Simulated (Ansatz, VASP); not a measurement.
**Two plane-wave programs on Os**

The input POSCAR:

```
Os
1.0
    0.0000000000      1.8866500000      1.9450000000
    1.8866500000      0.0000000000      1.9450000000
    1.8866500000      1.8866500000      0.0000000000
Os
1
Direct
    0.0000000000      0.0000000000      0.0000000000
```

Contents of INCAR.step1:

```
PREC = Accurate
ENCUT = 520
ISMEAR = 0
SIGMA = 0.15
LREAL = F
LASPH = T
NELM = 100
NBANDS = 10
GGA = PE
ALGO = Normal
EDIFF = 1E-4
LWAVE = T
LCHARG = F
```

INCAR.step2

```
PREC = Accurate
ENCUT = 520
EDIFF = 1E-7
ISMEAR = 0
SIGMA = 0.15
LREAL = F
LASPH = T
NELM = 100
ALGO = Normal
ISIF = 2
LWAVE = F
LCHARG = F
METAGGA = R2SCAN
LMIXTAU = T
NBANDS = 10
ISTART = 1
```

KPOINTS

```
regular mesh
0
Gamma
  20 20 20
```

Input for Ansatz:

```yaml
crystal:
  lattice:
    - [0.0, 1.88665, 1.945]
    - [1.88665, 0.0, 1.945]
    - [1.88665, 1.88665, 0.0]
  atoms:
    - { symbol: Os, position: [0.0, 0.0, 0.0] }
basis:
  ecutwfc: 500
kpoints:
  mp_grid: { grid: [20, 20, 20] }
hamiltonian:
  xc: r2scan
scf:
  occupations: { method: gaussian, width: 0.15 }
output:
  forces: true
  stress: true
  eigenvalues: true
```

Change from the starting cell: strain -0.030 along x and y, +0.000 along z, atoms carried along.

Alike in both runs: task single point; functional r2SCAN; k mesh 20 × 20 × 20; occupations gaussian, width 0.15 eV; no spin polarisation.

|  | VASP | Ansatz |
| --- | --- | --- |
| version | VASP 6.6.1 | Ansatz 0.2.0 |
| potentials or method | VASP PAW PBE potentials, release 64 (Os), cutoff 520 eV | scalar-relativistic, plane waves, PAW |
| valence electrons in the cell | 8 | 16 |

|  | VASP | Ansatz | Ansatz less VASP |
| --- | --- | --- | --- |
| gap on the k mesh at the Fermi level (eV) | none | none | - |
| pressure (GPa) | 8.5 | 7.2 | -1.25 |
| traceless stress, the component that is largest in VASP (GPa) | -7.17 | -7.20 | -0.028 |

VASP's potentials were made for PBE, not for r2SCAN. A gap of «none» marks a metal or a gap that the smearing closes. With one functional, cell and mesh, what is left measures potentials, basis and numerics. VASP's potentials hold 8 valence electrons a cell and Ansatz's 16, so a difference there can come from the potentials and not from the codes.

Spin-orbit coupling is off throughout.
